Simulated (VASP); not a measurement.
# TiC in VASP: a series of runs

TiC is run at these levels: PBE; tasks: relaxation of the atoms.

Program: VASP 6.6.1. These are calculated values, not measurements. Logs are shortened: lines on timing, memory, paths and dates and some standing lists are left out, and cuts for length are marked.

## Step 1: The cell of the first run

Symmetry: Fm-3m, No. 225, cubic system. Conventional cell: a = 4.270 Å, b = 4.270 Å, c = 4.270 Å, α = 90.00°, β = 90.00°, γ = 90.00°. Ti (site symmetry m-3m) has 6 C at 2.13 Å within 2.8 Å. C (site symmetry m-3m) has 6 Ti at 2.13 Å within 2.8 Å.

## Step 2: Relaxation of the atoms, PBE (9.73 Å³/atom)

INCAR reads:

```
ALGO     = Normal         # electronic algorithm
EDIFF    = 1E-6           # SCF threshold, eV
EDIFFG   = -0.02          # ionic threshold
ENCUT    = 520            # plane-wave cutoff, eV
GGA      = PE             # functional
IBRION   = 2              # ionic algorithm
ISIF     = 2              # what is computed and relaxed
ISMEAR   = -1             # smearing method
LASPH    = T              # aspherical terms in the spheres
LCHARG   = F              # write CHGCAR
LREAL    = F              # projectors in reciprocal space
LWAVE    = F              # write WAVECAR
NELM     = 60             # most SCF steps
NSW      = 80             # ionic steps
PREC     = Accurate       # precision mode
SIGMA    = 0.05           # smearing width, eV
```

KPOINTS reads:

```
k-points
0
Gamma
  18 18 18
```

POSCAR reads:

```
TiC
1.0
    0.0000000000      2.1347531715      2.1347531715
    2.1347531715      0.0000000000      2.1347531715
    2.1347531715      2.1347531715      0.0000000000
Ti C
1 1
Direct
    0.0000000000      0.0000000000      0.0000000000
    0.5000000000      0.5000000000      0.5000000000
```

Potentials or basis: VASP PAW PBE potentials, release 64 (Ti_sv, C).

Run with:

```console
> cat potpaw_PBE.64/Ti_sv/POTCAR potpaw_PBE.64/C/POTCAR > POTCAR
> mpirun -np 1 vasp_std > vasp.out
```

OUTCAR:

```text
EDIFF = 1E-6
   EDIFFG = -0.02
   ENCUT = 520
   GGA = PE
   IBRION = 2
   ISIF = 2
   ISMEAR = -1
   LASPH = T
   LREAL = F
   NELM = 60
   NSW = 80
   PREC = Accurate

 ion  position               nearest neighbor table
   1  0.000  0.000  0.000-   2 2.13   2 2.13   2 2.13   2 2.13   2 2.13   2 2.13
   2  0.500  0.500  0.500-   1 2.13   1 2.13   1 2.13   1 2.13   1 2.13   1 2.13

  LATTYP: Found a face centered cubic cell.
 ALAT       =     4.2695063430

  Lattice vectors:

 A1 = (   0.0000000000,   2.1347531715,   2.1347531715)
 A2 = (   2.1347531715,   0.0000000000,   2.1347531715)
 A3 = (   2.1347531715,   2.1347531715,   0.0000000000)

Analysis of symmetry for initial positions (statically):
=====================================================================
 Subroutine PRICEL returns:
 Original cell was already a primitive cell.

 Routine SETGRP: Setting up the symmetry group for a
 face centered cubic supercell.

 Subroutine GETGRP returns: Found 48 space group operations
 (whereof 48 operations were pure point group operations)
 out of a pool of 48 trial point group operations.

The static configuration has the point symmetry O_h .

Analysis of symmetry for dynamics (positions and initial velocities):
=====================================================================
 Subroutine PRICEL returns:
 Original cell was already a primitive cell.

 Routine SETGRP: Setting up the symmetry group for a
 face centered cubic supercell.

 Subroutine GETGRP returns: Found 48 space group operations
 (whereof 48 operations were pure point group operations)
 out of a pool of 48 trial point group operations.

The dynamic configuration has the point symmetry O_h .

 Subroutine INISYM returns: Found 48 space group operations
 (whereof 48 operations are pure point group operations),
 and found     1 'primitive' translations

----------------------------------------------------------------------------------------

                                     Primitive cell

  volume of cell :      19.4569

  direct lattice vectors                    reciprocal lattice vectors
     0.000000000  2.134753171  2.134753171    -0.234219116  0.234219116  0.234219116
     2.134753171  0.000000000  2.134753171     0.234219116 -0.234219116  0.234219116
     2.134753171  2.134753171  0.000000000     0.234219116  0.234219116 -0.234219116

  length of vectors
     3.018996887  3.018996887  3.018996887     0.405679408  0.405679408  0.405679408

  position of ions in fractional coordinates (direct lattice)
     0.000000000  0.000000000  0.000000000
     0.500000000  0.500000000  0.500000000

  ion indices of the primitive-cell ions
   primitive index   ion index
                 1           1
                 2           2

----------------------------------------------------------------------------------------

 KPOINTS: k-points

Automatic generation of k-mesh.
 Grid dimensions read from file:
 generate k-points for:   18   18   18

 Generating k-lattice:

  Cartesian coordinates                     Fractional coordinates (reciprocal lattice)
    -0.013012173  0.013012173  0.013012173     0.055555556  0.000000000  0.000000000
     0.013012173 -0.013012173  0.013012173     0.000000000  0.055555556  0.000000000
     0.013012173  0.013012173 -0.013012173     0.000000000  0.000000000  0.055555556

  Length of vectors
     0.022537745  0.022537745  0.022537745

  Shift w.r.t. Gamma in fractional coordinates (k-lattice)
     0.000000000  0.000000000  0.000000000

 Subroutine IBZKPT returns following result:
 ===========================================

 Found    195 irreducible k-points:

 Following reciprocal coordinates:
            Coordinates               Weight
  0.000000  0.000000  0.000000      1.000000
  0.055556  0.000000  0.000000      8.000000
  0.111111  0.000000  0.000000      8.000000
  0.166667  0.000000  0.000000      8.000000
  0.222222  0.000000  0.000000      8.000000
  0.277778  0.000000  0.000000      8.000000
[... 16 lines left out ...]
 -0.277778  0.055556  0.000000     24.000000
 -0.222222  0.055556  0.000000     24.000000
 [... further k-points ...]
   k-points           NKPTS =    195   k-points in BZ     NKDIM =    195   number of bands    NBANDS=     12
   number of dos      NEDOS =    301   number of ions     NIONS =      2
   total plane-waves  NPLWV =  13824
   dimension x,y,z NGX =    24 NGY =   24 NGZ =   24
   dimension x,y,z NGXF=    48 NGYF=   48 NGZF=   48
   ions per type =               1   1
   NGX,Y,Z   is equivalent  to a cutoff of  13.22, 13.22, 13.22 a.u.
   NGXF,Y,Z  is equivalent  to a cutoff of  26.43, 26.43, 26.43 a.u.
 SYSTEM =  unknown system
   PREC   = accura    normal or accurate (medium, high low for compatibility)
   ISTART =      0    job   : 0-new  1-cont  2-samecut
   ICHARG =      2    charge: 1-file 2-atom 10-const
   ISPIN  =      1    spin polarized calculation?
   LNONCOLLINEAR =      F non collinear calculations
   LSORBIT =      F    spin-orbit coupling
   LASPH  =      T    aspherical Exc in radial PAW
   ENCUT  =  520.0 eV  38.22 Ry    6.18 a.u.   5.61  5.61  5.61*2*pi/ulx,y,z
   NELM   =     60;   NELMIN=  2; NELMDL= -5     # of ELM steps
   EDIFF  = 0.1E-05   stopping-criterion for ELM
   LREAL  =      F    real-space projection
   EDIFFG = -.2E-01   stopping-criterion for IOM
   NSW    =     80    number of steps for IOM
   IBRION =      2    ionic relax: 0-MD 1-quasi-New 2-CG
   NFREE  =      1    steps in history (QN), initial steepest desc. (CG)
   ISIF   =      2    stress and relaxation
   ISYM   =      2    0-nonsym 1-usesym 2-fastsym
   POTIM  = 0.5000    time-step for ionic-motion
   TEBEG  =    0.0;   TEEND  =   0.0 temperature during run
   PSTRESS=    0.0 pullay stress
   NELECT =      16.0000    total number of electrons
   NUPDOWN=      -1.0000    fix difference up-down
   EMIN   =  10.00;   EMAX   =-10.00  energy-range for DOS
   EFERMI =   0.00;   METHOD = LEGACY
   ISMEAR =    -1;   SIGMA  =   0.05  broadening in eV -4-tet -1-fermi 0-gaus
   EFERMI_NEDOS =   21; number of points for ismear=-14 and -15
   IALGO  =     38    algorithm
   IMIX   =      4    mixing-type and parameters
     AMIX     =   0.40;   BMIX     =  1.00
     AMIX_MAG =   1.60;   BMIX_MAG =  1.00
  volume/ion in A,a.u.               =       9.73        65.65
  Fermi-wavevector in a.u.,A,eV,Ry     =   1.533759  2.898384 32.006577  2.352417
  Thomas-Fermi vector in A             =   2.640782
   LORBIT       =      0    0 simple, 1 ext, 2 COOP (PROOUT), +10 PAW based schemes
   GGA     = PE    functional components
   LHFCALC =     F    Hartree Fock is set to
   AEXX    =    0.0000 exact exchange contribution
   IVDW    =     0    specifies the selected vdW correction
   LEPSILON=     F    determine dielectric tensor
   LRPA    =     F    only Hartree local field effects (RPA)
 conjugate gradient relaxation of ions
 non-spin polarized calculation
  energy-cutoff  :      520.00
  volume of cell :       19.46
 maximum number of plane-waves:       544
   NGX = 11   NGY = 11   NGZ = 11

 number of electron      16.0000004 magnetization

 Free energy of the ion-electron system (eV)
  ---------------------------------------------------
  ext. energy  EPLUGINS =         0.00000000
  ---------------------------------------------------
  free energy    TOTEN  =       -18.67680891 eV

  energy without entropy =      -18.67433529  energy(sigma->0) =      -18.67557210

 E-fermi :   9.9363     XC(G=0): -12.9233

 val. band max:        9.9300879553   @ k =   0.5000   0.5000   0.0000
 cond. band min:       9.9478119985   @ k =   0.4444   0.3889   0.0000
 fundamental gap:      0.0177240432
 Fermi energy:         9.9362562530

 k-point     1 :       0.0000    0.0000    0.0000
  band No.  band energies     occupation
      1     -46.5358      2.00000
      2     -22.5350      2.00000
      3     -22.5350      2.00000
      4     -22.5350      2.00000
      5      -2.6706      2.00000
      6      10.6365      0.00000
      7      10.6365      0.00000
      8      10.6365      0.00000
      9      11.6616      0.00000
     10      11.6616      0.00000
     11      11.6616      0.00000
     12      11.7343      0.00000

 k-point     2 :       0.0556    0.0000    0.0000
  band No.  band energies     occupation
      1     -46.5331      2.00000
      2     -22.5534      2.00000
      3     -22.5367      2.00000
      4     -22.5367      2.00000
      5      -2.5966      2.00000
      6      10.2560      0.00333
      7      10.4852      0.00003
      8      10.4852      0.00003
      9      11.0241      0.00000
     10      11.0241      0.00000
     11      11.8792      0.00000
     12      12.6319      0.00000

 k-point     3 :       0.1111    0.0000    0.0000
  band No.  band energies     occupation
      1     -46.5255      2.00000
      2     -22.6058      2.00000
      3     -22.5415      2.00000
      4     -22.5415      2.00000
      5      -2.3785      2.00000
      6       9.4857      1.99976
      7       9.8079      1.85751
      8       9.8079      1.85751
      9      11.0329      0.00000
     10      11.0329      0.00000
     11      12.2030      0.00000
     12      13.6193      0.00000
[... 286 lines left out ...]
 k-point    23 :      -0.2778    0.0556    0.0000
  band No.  band energies     occupation
      1     -46.4774      2.00000
      2     -22.9137      2.00000
      3     -22.5913      2.00000
      4     -22.5634      2.00000
      5      -0.7656      2.00000
      6       6.2726      2.00000
      7       7.6150      2.00000
      8       7.8280      2.00000
      9      11.9109      0.00000
     10      12.2886      0.00000
     11      13.2860      0.00000
     12      16.2124      0.00000

 k-point    24 :      -0.2222    0.0556    0.0000
  band No.  band energies     occupation
      1     -46.4925      2.00000
      2     -22.8167      2.00000
      3     -22.5814      2.00000
      4     -22.5535      2.00000
      5      -1.3366      2.00000
      6       7.2033      2.00000
      7       8.0806      2.00000
      8       8.3338      2.00000
      9      11.5199      0.00000
     10      11.9572      0.00000
     11      12.9879      0.00000
     12      15.3411      0.00000

 [... further k-points ...]

------------------------ aborting loop because EDIFF is reached ----------------------------------------

  FORCE on cell =-STRESS in cart. coord.  units (eV):
  Direction    XX          YY          ZZ          XY          YZ          ZX
  --------------------------------------------------------------------------------------
  -------------------------------------------------------------------------------------
  Total        1.4903519      1.4903519      1.4903519      0.0000000      0.0000000      0.0000000
  in kB      122.7231283    122.7231283    122.7231283      0.0000000      0.0000000      0.0000000
  external PRESSURE =     122.7231283 kB  Pullay stress =       0.0000000 kB

 VOLUME and BASIS-vectors are now :
 -----------------------------------------------------------------------------
  energy-cutoff  :      520.00
  volume of cell :       19.46
      direct lattice vectors                 reciprocal lattice vectors
     0.000000000  2.134753171  2.134753171    -0.234219116  0.234219116  0.234219116
     2.134753171  0.000000000  2.134753171     0.234219116 -0.234219116  0.234219116
     2.134753171  2.134753171  0.000000000     0.234219116  0.234219116 -0.234219116

 POSITION                                       TOTAL-FORCE (eV/Angst)
 -----------------------------------------------------------------------------------
      0.00000      0.00000      0.00000         0.000000      0.000000      0.000000
      2.13475      2.13475      2.13475        -0.000000     -0.000000     -0.000000
 -----------------------------------------------------------------------------------
    total drift:                                0.000000     -0.000000     -0.000000

  FREE ENERGIE OF THE ION-ELECTRON SYSTEM (eV)
  ---------------------------------------------------
  free  energy   TOTEN  =       -18.6768089091 eV

  energy  without entropy=      -18.6743352884  energy(sigma->0) =      -18.67557210

 reached required accuracy - stopping structural energy minimisation
```

It took 65 s on 1 thread of Intel Xeon 8259CL, shared host; peak memory 0.18 GiB.

What came out:

* Free energy: -18.6768 eV
* Pressure after relaxing: 12.3 GPa
* Band gap on the k mesh: zero (bands 8 and 9 overlap by 1.12 eV)

Final structure:
```
CELL_PARAMETERS angstrom
0.00000 2.13475 2.13475
2.13475 0.00000 2.13475
2.13475 2.13475 0.00000
ATOMIC_POSITIONS crystal
Ti 0.00000 0.00000 0.00000
C 0.50000 0.50000 0.50000
```

Caveat: the relaxation stopped at its first step, so nothing moved.

(Part 1 of 2 ends here.)

The gap in the log of VASP goes by the Fermi energy; the results here count the filled bands.